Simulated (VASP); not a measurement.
# Nb in VASP: relaxation of the atoms with PBE+D3(BJ)

Aim: the relaxation of the atoms of Nb with PBE+D3(BJ).

Program: VASP 6.6.1. These are calculated values, not measurements. Logs are shortened: lines on timing, memory, paths and dates and some standing lists are left out, and cuts for length are marked.

### 1 The cell of the first run

The cell holds a slab with vacuum, 12 atoms: a = 5.658 Å, b = 5.658 Å, c = 20.620 Å, α = 90.00°, β = 90.00°, γ = 109.47°.

### 2 Relaxation of the atoms, PBE+D3(BJ)

File INCAR:

```
SYSTEM = Nb
PREC = Accurate ; ENCUT = 520
EDIFF = 1E-6 ; ISMEAR = 0
SIGMA = 0.1 ; LREAL = .FALSE.
LASPH = .TRUE. ; NELM = 80
ALGO = Normal ; ISIF = 2
LWAVE = .FALSE. ; LCHARG = .FALSE.
LDIPOL = .TRUE. ; IDIPOL = 3
DIPOL = 0.5 0.5 0.500 ; GGA = PE
IVDW = 12 ; IBRION = 2
NSW = 90 ; EDIFFG = -0.03
KPAR = 4
```

File KPOINTS:

```
regular mesh
0
G
  4 4 1
  0 0 0
```

File POSCAR:

```
Nb
1.0
    5.6581536275      0.0000000000      0.0000000000
   -1.8860512092      5.3345583986      0.0000000000
    0.0000000000      0.0000000000     20.6198630912
Nb
12
Selective dynamics
Direct
    0.2500000000      0.2500000000      0.3879754179  F F F
    0.2500000000      0.7500000000      0.3879754179  F F F
    0.7500000000      0.2500000000      0.3879754179  F F F
    0.7500000000      0.7500000000      0.3879754179  F F F
    0.5000000000      0.5000000000      0.5000000000  T T T
    0.5000000000      0.0000000000      0.5000000000  T T T
    0.0000000000      0.5000000000      0.5000000000  T T T
    0.0000000000      0.0000000000      0.5000000000  T T T
    0.7500000000      0.7500000000      0.6120245821  T T T
    0.7500000000      0.2500000000      0.6120245821  T T T
    0.2500000000      0.7500000000      0.6120245821  T T T
    0.2500000000      0.2500000000      0.6120245821  T T T
```

Potentials or basis: VASP PAW PBE potentials, release 64 (Nb_sv).

Started as:

```
$ cat potpaw_PBE.64/Nb_sv/POTCAR > POTCAR
$ mpirun -np 4 vasp_std > vasp.out
```

OUTCAR:

```text
SYSTEM = Nb
   PREC = Accurate
   ENCUT = 520
   EDIFF = 1E-6
   ISMEAR = 0
   LREAL = .FALSE.
   LASPH = .TRUE.
   NELM = 80
   ISIF = 2
   GGA = PE
   IVDW = 12
   IBRION = 2
   NSW = 90
   EDIFFG = -0.03
 IVDW          = 12

 ion  position               nearest neighbor table
   1  0.250  0.250  0.388-   2 2.83   2 2.83   3 2.83   3 2.83   5 2.83   8 2.83
   2  0.250  0.750  0.388-   1 2.83   1 2.83   4 2.83   4 2.83   6 2.83   7 2.83
   3  0.750  0.250  0.388-   4 2.83   4 2.83   1 2.83   1 2.83   6 2.83   7 2.83
   4  0.750  0.750  0.388-   3 2.83   3 2.83   2 2.83   2 2.83   5 2.83   8 2.83
   5  0.500  0.500  0.500-   6 2.83   6 2.83   7 2.83   7 2.83   9 2.83  12 2.83   1 2.83   4 2.83

   6  0.500  0.000  0.500-   5 2.83   5 2.83   8 2.83   8 2.83  10 2.83  11 2.83   2 2.83   3 2.83

   7  0.000  0.500  0.500-   8 2.83   8 2.83   5 2.83   5 2.83  10 2.83  11 2.83   2 2.83   3 2.83

   8  0.000  0.000  0.500-   7 2.83   7 2.83   6 2.83   6 2.83   9 2.83  12 2.83   1 2.83   4 2.83

   9  0.750  0.750  0.612-  10 2.83  10 2.83  11 2.83  11 2.83   5 2.83   8 2.83
  10  0.750  0.250  0.612-   9 2.83   9 2.83  12 2.83  12 2.83   6 2.83   7 2.83
  11  0.250  0.750  0.612-  12 2.83  12 2.83   9 2.83   9 2.83   6 2.83   7 2.83
  12  0.250  0.250  0.612-  11 2.83  11 2.83  10 2.83  10 2.83   5 2.83   8 2.83

  LATTYP: Found a base centered orthorhombic cell.
 ALAT       =     6.5334730398
 B/A-ratio  =     1.4142135624
 C/A-ratio  =     3.1560340060

  Lattice vectors:

 A1 = (   5.6581536275,   0.0000000000,   0.0000000000)
 A2 = (  -1.8860512092,   5.3345583986,   0.0000000000)
 A3 = (   0.0000000000,   0.0000000000,  20.6198630912)

Analysis of symmetry for initial positions (statically):
=====================================================================
 Subroutine PRICEL returns following result:

  LATTYP: Found a base centered orthorhombic cell.
 ALAT       =     3.2667365199
 B/A-ratio  =     1.4142135624
 C/A-ratio  =     6.3120680121

  Lattice vectors:

 A1 = (   2.8290768138,   0.0000000000,   0.0000000000)
 A2 = (  -0.9430256046,   2.6672791993,   0.0000000000)
 A3 = (   0.0000000000,   0.0000000000,  20.6198630912)

   4 primitive cells build up your supercell.

 Routine SETGRP: Setting up the symmetry group for a
 base centered orthorhombic supercell.

 Subroutine GETGRP returns: Found  8 space group operations
 (whereof  8 operations were pure point group operations)
 out of a pool of  8 trial point group operations.

The static configuration has the point symmetry D_2h.

Analysis of symmetry for dynamics (positions and initial velocities):
=====================================================================
 Subroutine PRICEL returns following result:

  LATTYP: Found a base centered orthorhombic cell.
 ALAT       =     3.2667365199
 B/A-ratio  =     1.4142135624
 C/A-ratio  =     6.3120680121

  Lattice vectors:

 A1 = (   2.8290768138,   0.0000000000,   0.0000000000)
 A2 = (  -0.9430256046,   2.6672791993,   0.0000000000)
 A3 = (   0.0000000000,   0.0000000000,  20.6198630912)

   4 primitive cells build up your supercell.

 Routine SETGRP: Setting up the symmetry group for a
 base centered orthorhombic supercell.

 Subroutine GETGRP returns: Found  8 space group operations
 (whereof  8 operations were pure point group operations)
 out of a pool of  8 trial point group operations.

The dynamic configuration has the point symmetry D_2h.

Analysis of constrained symmetry for selective dynamics:
=====================================================================
 Subroutine PRICEL returns following result:

  LATTYP: Found a base centered orthorhombic cell.
 ALAT       =     3.2667365199
 B/A-ratio  =     1.4142135624
 C/A-ratio  =     6.3120680121

  Lattice vectors:

 A1 = (   2.8290768138,   0.0000000000,   0.0000000000)
 A2 = (  -0.9430256046,   2.6672791993,   0.0000000000)
 A3 = (   0.0000000000,   0.0000000000,  20.6198630912)

   4 primitive cells build up your supercell.

 Routine SETGRP: Setting up the symmetry group for a
 base centered orthorhombic supercell.

 Subroutine GETGRP returns: Found  4 space group operations
 (whereof  4 operations were pure point group operations)
 out of a pool of  8 trial point group operations.

The constrained configuration has the point symmetry C_2v.

 Subroutine INISYM returns: Found  4 space group operations
 (whereof  4 operations are pure point group operations),
 and found     4 'primitive' translations

----------------------------------------------------------------------------------------

                                     Primitive cell

  volume of cell :     155.5962

  direct lattice vectors                    reciprocal lattice vectors
     2.829076814  0.000000000  0.000000000     0.353472198  0.124971294  0.000000000
    -0.943025605  2.667279199  0.000000000     0.000000000  0.374913882  0.000000000
     0.000000000  0.000000000 20.619863091     0.000000000  0.000000000  0.048496927

  length of vectors
     2.829076814  2.829076814 20.619863091     0.374913882  0.374913882  0.048496927

  position of ions in fractional coordinates (direct lattice)
     0.500000000  0.500000000  0.387975418
     1.000000000  0.000000000  0.500000000
     0.500000000  0.500000000  0.612024582

  ion indices of the primitive-cell ions
   primitive index   ion index
                 1           1
                 2           5
                 3          12

----------------------------------------------------------------------------------------

 KPOINTS: regular mesh

Automatic generation of k-mesh.
 Grid dimensions read from file:
 generate k-points for:    4    4    1

 Generating k-lattice:

  Cartesian coordinates                     Fractional coordinates (reciprocal lattice)
     0.044184025  0.015621412  0.000000000     0.250000000  0.000000000  0.000000000
     0.000000000  0.046864235  0.000000000     0.000000000  0.250000000  0.000000000
     0.000000000  0.000000000  0.048496927     0.000000000  0.000000000  1.000000000

  Length of vectors
     0.046864235  0.046864235  0.048496927

  Shift w.r.t. Gamma in fractional coordinates (k-lattice)
     0.000000000  0.000000000  0.000000000

 Subroutine IBZKPT returns following result:
 ===========================================

 Found      7 irreducible k-points:

 Following reciprocal coordinates:
            Coordinates               Weight
  0.000000  0.000000  0.000000      1.000000
  0.250000 -0.000000  0.000000      4.000000
  0.500000 -0.000000  0.000000      2.000000
  0.250000  0.250000  0.000000      2.000000
  0.500000  0.250000  0.000000      4.000000
 -0.250000  0.250000  0.000000      2.000000
  0.500000  0.500000  0.000000      1.000000
   k-points           NKPTS =      7   k-points in BZ     NKDIM =      7   number of bands    NBANDS=     93
   number of dos      NEDOS =    301   number of ions     NIONS =     12
   total plane-waves  NPLWV = 282240
   dimension x,y,z NGX =    42 NGY =   42 NGZ =  160
   dimension x,y,z NGXF=    84 NGYF=   84 NGZF=  320
   ions per type =              12
   NGX,Y,Z   is equivalent  to a cutoff of  12.34, 12.34, 12.90 a.u.
   NGXF,Y,Z  is equivalent  to a cutoff of  24.68, 24.68, 25.80 a.u.
 SYSTEM =  Nb
   PREC   = accura    normal or accurate (medium, high low for compatibility)
   ISTART =      0    job   : 0-new  1-cont  2-samecut
   ICHARG =      2    charge: 1-file 2-atom 10-const
   ISPIN  =      1    spin polarized calculation?
   LNONCOLLINEAR =      F non collinear calculations
   LSORBIT =      F    spin-orbit coupling
   LASPH  =      T    aspherical Exc in radial PAW
   ENCUT  =  520.0 eV  38.22 Ry    6.18 a.u.  10.52 10.52 38.34*2*pi/ulx,y,z
   NELM   =     80;   NELMIN=  2; NELMDL= -5     # of ELM steps
   EDIFF  = 0.1E-05   stopping-criterion for ELM
   LREAL  =      F    real-space projection
   EDIFFG = -.3E-01   stopping-criterion for IOM
   NSW    =     90    number of steps for IOM
   IBRION =      2    ionic relax: 0-MD 1-quasi-New 2-CG
   NFREE  =      1    steps in history (QN), initial steepest desc. (CG)
   ISIF   =      2    stress and relaxation
   ISYM   =      2    0-nonsym 1-usesym 2-fastsym
   POTIM  = 0.5000    time-step for ionic-motion
   TEBEG  =    0.0;   TEEND  =   0.0 temperature during run
   PSTRESS=    0.0 pullay stress
   NELECT =     156.0000    total number of electrons
   NUPDOWN=      -1.0000    fix difference up-down
   EMIN   =  10.00;   EMAX   =-10.00  energy-range for DOS
   EFERMI =   0.00;   METHOD = LEGACY
   ISMEAR =     0;   SIGMA  =   0.10  broadening in eV -4-tet -1-fermi 0-gaus
   EFERMI_NEDOS =   21; number of points for ismear=-14 and -15
   IALGO  =     38    algorithm
   IMIX   =      4    mixing-type and parameters
     AMIX     =   0.40;   BMIX     =  1.00
     AMIX_MAG =   1.60;   BMIX_MAG =  1.00
  volume/ion in A,a.u.               =      51.87       350.00
  Fermi-wavevector in a.u.,A,eV,Ry     =   1.032199  1.950573 14.496116  1.065434
  Thomas-Fermi vector in A             =   2.166385
   LORBIT       =      0    0 simple, 1 ext, 2 COOP (PROOUT), +10 PAW based schemes
   GGA     = PE    functional components
   LHFCALC =     F    Hartree Fock is set to
   AEXX    =    0.0000 exact exchange contribution
   IVDW    =    12    specifies the selected vdW correction
   LEPSILON=     F    determine dielectric tensor
   LRPA    =     F    only Hartree local field effects (RPA)
 conjugate gradient relaxation of ions
 non-spin polarized calculation
 Gauss-broadening in eV      SIGMA  =   0.10
  energy-cutoff  :      520.00
  volume of cell :      622.38
 maximum number of plane-waves:     16809
   NGX = 21   NGY = 21   NGZ = 77

--------------------------------------- Ionic step        1  -------------------------------------------

 number of electron     155.9999980 magnetization

 Free energy of the ion-electron system (eV)
  ---------------------------------------------------
  ext. energy  EPLUGINS =         0.00000000
  ---------------------------------------------------
  free energy    TOTEN  =      -114.84270913 eV

  energy without entropy =     -114.77737649  energy(sigma->0) =     -114.81004281

------------------------ aborting loop because EDIFF is reached ----------------------------------------

 Edisp (eV)   -5.96312

 E8    (eV) :    -3.0249
[... 193 lines left out ...]
 number of electron     155.9999985 magnetization

------------------------ aborting loop because EDIFF is reached ----------------------------------------

 vacuum level on the upper side and lower side of the slab       (xc-potential included)        -0.019         0.001

 Edisp (eV)   -5.98358

 E8    (eV) :    -3.0363

  FORCE on cell =-STRESS in cart. coord.  units (eV):
  Direction    XX          YY          ZZ          XY          YZ          ZX
  --------------------------------------------------------------------------------------
  -------------------------------------------------------------------------------------
  Total     -17.07478   -14.12140    -0.94654     4.17672     0.00000     0.00000
  in kB     -43.95485   -36.35208    -2.43664    10.75194     0.00000     0.00000
  external pressure =      -27.58 kB  Pullay stress =        0.00 kB
[... 27 lines left out ...]
  FREE ENERGIE OF THE ION-ELECTRON SYSTEM (eV)
  ---------------------------------------------------
  free  energy   TOTEN  =      -120.8157666337 eV

  energy  without entropy=     -120.7513699922  energy(sigma->0) =     -120.78356831

 dipolmoment           0.000000      0.000000      0.007781 electrons x Angstroem

--------------------------------------- Ionic step        6  -------------------------------------------

 number of electron     155.9999985 magnetization

 dipolmoment           0.000000      0.000000     -0.001169 electrons x Angstroem

 Free energy of the ion-electron system (eV)
  ---------------------------------------------------
  ext. energy  EPLUGINS =         0.00000000
  ---------------------------------------------------
  free energy    TOTEN  =      -114.82569931 eV

  energy without entropy =     -114.76164543  energy(sigma->0) =     -114.79367237

 E-fermi :   1.1398     XC(G=0):  -5.2935

 val. band max:        1.0631246406   @ k =   0.5000   0.5000   0.0000
 cond. band min:       1.1406613184   @ k =   0.5000  -0.0000   0.0000
 fundamental gap:      0.0775366778
 Fermi energy:         1.1398340848

 k-point     1 :       0.0000    0.0000    0.0000
  band No.  band energies     occupation
      1     -53.5628      2.00000
      2     -53.5258      2.00000
      3     -53.3871      2.00000
      4     -53.3871      2.00000
      5     -53.3868      2.00000
      6     -53.3868      2.00000
[... 640 lines left out ...]
     89       2.6034      0.00000
     90       2.6034      0.00000
 [bands above 90 left out]

------------------------ aborting loop because EDIFF is reached ----------------------------------------

 vacuum level on the upper side and lower side of the slab       (xc-potential included)        -0.010        -0.004

 Edisp (eV)   -5.99231

 E8    (eV) :    -3.0411

  FORCE on cell =-STRESS in cart. coord.  units (eV):
  Direction    XX          YY          ZZ          XY          YZ          ZX
  --------------------------------------------------------------------------------------
  -------------------------------------------------------------------------------------
  Total     -16.71454   -13.78910    -0.12781     4.13720     0.00000     0.00000
  in kB     -43.02748   -35.49665    -0.32901    10.65020     0.00000     0.00000
  external pressure =      -26.28 kB  Pullay stress =        0.00 kB
[... 27 lines left out ...]
  FREE ENERGIE OF THE ION-ELECTRON SYSTEM (eV)
  ---------------------------------------------------
  free  energy   TOTEN  =      -120.8180059169 eV

  energy  without entropy=     -120.7539520415  energy(sigma->0) =     -120.78597898

 reached required accuracy - stopping structural energy minimisation

 vacuum level on the upper side and lower side of the slab         5.682         5.686
```

Wall time 13 min (4 MPI ranks of Intel Xeon 6975P-C (Granite Rapids), shared host); peak memory 0.83 GiB.

Results:

```
Free energy                : -120.8180 eV
Energy gained by relaxing  : 1.0 meV/atom
Ionic steps                : 6
Band gap on the k mesh     : zero (bands 78 and 79 overlap by 1.18 eV)
Dispersion energy per atom : -0.499 eV
```

The path:
```csv
step,energy change (eV),largest force on free atoms (eV/Å),pressure (GPa)
1,0.0000,0.1416,-3.06
2,-0.0034,0.1030,-2.99
3,-0.0069,0.0979,-2.86
4,-0.0071,0.1203,-2.82
5,-0.0099,0.0814,-2.76
6,-0.0122,0.0047,-2.63
```

Final structure:
```
Nb
1.0
     5.65815    0.00000    0.00000
    -1.88605    5.33456    0.00000
     0.00000    0.00000   20.61986
Nb
12
Direct
  0.25000 0.25000 0.38798
  0.25000 0.75000 0.38798
  0.75000 0.25000 0.38798
  0.75000 0.75000 0.38798
  0.50000 0.50000 0.49891
  0.50000 0.00000 0.49891
  0.00000 0.50000 0.49891
  0.00000 0.00000 0.49891
  0.75000 0.75000 0.60990
  0.75000 0.25000 0.60990
  0.25000 0.75000 0.60990
  0.25000 0.25000 0.60990
```

Levels at points of the mesh, in eV from the Fermi level:
```
           k point  band 76  band 77  band 78  band 79  band 80  band 81
(0.00, 0.00, 0.00)     0.03     0.20     0.76     0.84     0.85     0.85
(0.50, 0.00, 0.00)    -0.58    -0.42    -0.42     0.00     0.00     0.20
(0.50, 0.50, 0.00)    -0.35    -0.17    -0.17    -0.08    -0.08     0.14
```

The gap in the log of VASP goes by the Fermi energy; the results here count the filled bands.